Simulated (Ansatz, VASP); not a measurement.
Given: the input of a run of VASP 6.6.1 on RbBr.

The input POSCAR:

```
RbBr
1.0
    0.0000000000      3.4496960257      3.4496960257
    3.4496960257      0.0000000000      3.4496960257
    3.4496960257      3.4496960257      0.0000000000
Rb Br
1 1
Direct
    0.0000000000      0.0000000000      0.0000000000
    0.5000000000      0.5000000000      0.5000000000
```

INCAR.step1

```
  ALGO = Normal
  EDIFF = 1E-5
  ENCUT = 520
  GGA = PE
  ISIF = 2
  ISMEAR = -1
  LASPH = T
  LCHARG = F
  LREAL = F
  LWAVE = T
  NBANDS = 15
  NELM = 80
  PREC = Accurate
  SIGMA = 0.05
```

Contents of INCAR.step2:

```
  ALGO = Normal
  EDIFF = 1E-6
  ENCUT = 520
  GGA = PE
  HFSCREEN = 0.2079
  ISIF = 2
  ISMEAR = -1
  ISTART = 1
  LASPH = T
  LCHARG = F
  LHFCALC = T
  LREAL = F
  LWAVE = F
  NBANDS = 15
  NELM = 80
  PREC = Accurate
  PRECFOCK = Normal
  SIGMA = 0.05
```

File KPOINTS:

```
k-points
0
Gamma
  4 4 4
```

Potentials or basis: VASP PAW PBE potentials, release 64 (Rb_sv, Br).

The run is started by

```bash
$ cat potpaw_PBE.64/Rb_sv/POTCAR potpaw_PBE.64/Br/POTCAR > POTCAR
$ cp INCAR.step1 INCAR
$ mpirun -np 1 vasp_std > vasp.out
$ cp INCAR.step2 INCAR
$ mpirun -np 1 vasp_std > vasp.out
```

Question: Translate it to Ansatz 0.2.0. Potentials there: Ansatz PAW.

Answer: As run (the cutoff follows the program's own potentials):

input

```
crystal:
  lattice:
    - [0.0, 3.4496960257, 3.4496960257]
    - [3.4496960257, 0.0, 3.4496960257]
    - [3.4496960257, 3.4496960257, 0.0]
  atoms:
    - { symbol: Rb, position: [0.0, 0.0, 0.0] }
    - { symbol: Br, position: [0.5, 0.5, 0.5] }
hamiltonian:
  xc: hse06
  pseudopotentials: { kind: paw }
kpoints:
  mp_grid: { grid: [4, 4, 4] }
scf:
  occupations: { method: fermi_dirac, width: 0.05 }
output:
  forces: true
  stress: true
  eigenvalues: true
```

Both were run:

|  | VASP | Ansatz | Ansatz less VASP |
| --- | --- | --- | --- |
| gap on the k mesh at the Fermi level (eV) | 5.47 | 5.47 | +0.001 |
| least direct gap on the mesh (eV) | 5.47 | 5.47 | +0.001 |
| pressure (GPa) | 0.5 | 0.5 | 0.00 |

With one functional, cell and mesh, what is left measures potentials, basis and numerics.
